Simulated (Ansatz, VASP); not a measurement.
**Al: VASP beside Ansatz**

The input INCAR:

```
PREC = Accurate
ENCUT = 520
EDIFF = 1E-6
ISMEAR = 0
SIGMA = 0.15
LREAL = False
LASPH = True
NELM = 100
ALGO = Fast
ISIF = 2
LWAVE = False
LCHARG = False
GGA = PE
IVDW = 12
NBANDS = 8
```

File KPOINTS:

```
regular mesh
0
Gamma
  22 22 22
```

The input POSCAR:

```
Al
1.0
    0.0000000000      2.0059596820      1.8569168776
    2.0059596820      0.0000000000      1.8569168776
    2.0059596820      2.0059596820      0.0000000000
Al
1
Direct
    0.0000000000      0.0000000000      0.0000000000
```

Input for Ansatz:

```yaml
crystal:
  lattice:
    - [0.0, 2.005959682, 1.8569168776]
    - [2.005959682, 0.0, 1.8569168776]
    - [2.005959682, 2.005959682, 0.0]
  atoms:
    - { symbol: Al, position: [0.0, 0.0, 0.0] }
basis:
  ecutwfc: 420
kpoints:
  mp_grid: { grid: [22, 22, 22] }
hamiltonian:
  xc: pbe
  pseudopotentials: { kind: paw, azcp: { folder: soft_1 } }
  dispersion: d3bj
scf:
  occupations: { method: gaussian, width: 0.15 }
output:
  forces: true
  stress: true
  eigenvalues: true
  write_density: true
  write_potential: true
  elf: true
  volumetric_format: npy
```

Alike in both runs: task single point; functional PBE; dispersion D3(BJ); k mesh 22 × 22 × 22; occupations gaussian, width 0.15 eV; no spin polarisation.

|  | VASP | Ansatz |
| --- | --- | --- |
| version | VASP 6.6.1 | Ansatz 0.2.0 |
| potentials or method | VASP PAW PBE potentials, release 64 (Al), cutoff 520 eV | scalar-relativistic, plane waves, PAW |
| valence electrons in the cell | 3 | 3 |

|  | VASP | Ansatz | Ansatz less VASP |
| --- | --- | --- | --- |
| gap on the k mesh at the Fermi level (eV) | none | none | - |
| pressure (GPa) | 5.9 | 5.9 | 0.00 |
| traceless stress, the component that is largest in VASP (GPa) | 4.07 | 4.07 | +0.004 |

A gap of «none» marks a metal or a gap that the smearing closes.
